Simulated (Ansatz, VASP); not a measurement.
# BeTe: VASP beside Ansatz

Contents of INCAR:

```
SYSTEM = BeTe
  PREC = Accurate
  ENCUT = 600
  EDIFF = 1E-6
  ISMEAR = 0
  SIGMA = 0.02
  LREAL = .False.
  LASPH = .True.
  NELM = 80
  ALGO = Normal
  ISIF = 3
  LWAVE = .False.
  LCHARG = .False.
  GGA = PE
  IBRION = 2
  NSW = 100
  EDIFFG = -0.01
```

File KPOINTS:

```
regular mesh
0
Gamma
  10 10 10
  0 0 0
```

Contents of POSCAR:

```
BeTe
1.0
   -2.0121845588      2.0121845588      2.8103003890
    2.0121845588     -2.0121845588      2.8103003890
    2.0121845588      2.0121845588     -2.8103003890
Be Te
1 1
Direct
    0.0000000000      0.0000000000      0.0000000000
    0.2500000000      0.7500000000      0.5000000000
```

Input for Ansatz:

```yaml
crystal:
  lattice:
    - [-2.0121845588, 2.0121845588, 2.810300389]
    - [2.0121845588, -2.0121845588, 2.810300389]
    - [2.0121845588, 2.0121845588, -2.810300389]
  atoms:
    - { symbol: Be, position: [0.0, 0.0, 0.0] }
    - { symbol: Te, position: [0.25, 0.75, 0.5] }
basis:
  ecutwfc: 420
kpoints:
  mp_grid: { grid: [10, 10, 10] }
hamiltonian:
  xc: pbe
scf:
  occupations: { method: gaussian, width: 0.02 }
output:
  forces: true
  stress: true
  eigenvalues: true
relax:
  adjacent_minimum: "off"
  f_tol: 0.01
  max_steps: 80
  cell: { stress_tol: 0.05 }
```

Alike in both runs: task relaxation of cell and atoms; functional PBE; k mesh 10 × 10 × 10; occupations gaussian, width 0.02 eV; no spin polarisation.

```csv
,VASP,Ansatz
version,VASP 6.6.1,Ansatz 0.2.0
potentials or method,"VASP PAW PBE potentials, release 64 (Be, Te), cutoff 600 eV","scalar-relativistic, plane waves, PAW"
valence electrons in the cell,8,18
```

VASP gave:

```
gap on the k mesh at the Fermi level, each at its own relaxed structure (eV) : 2.02
relaxed volume (Å³/atom)                                                     : 22.78
relaxed cell length with the largest relative difference (Å)                 : 4.009
```

Question: Which values does Ansatz return?

Answer: gap on the k mesh at the Fermi level, each at its own relaxed structure (eV): 2.03; relaxed volume (Å³/atom): 22.71; relaxed cell length with the largest relative difference (Å): 4.005.

VASP's potentials hold 8 valence electrons a cell and Ansatz's 18, so a difference there can come from the potentials and not from the codes.

Spin-orbit coupling is off throughout.
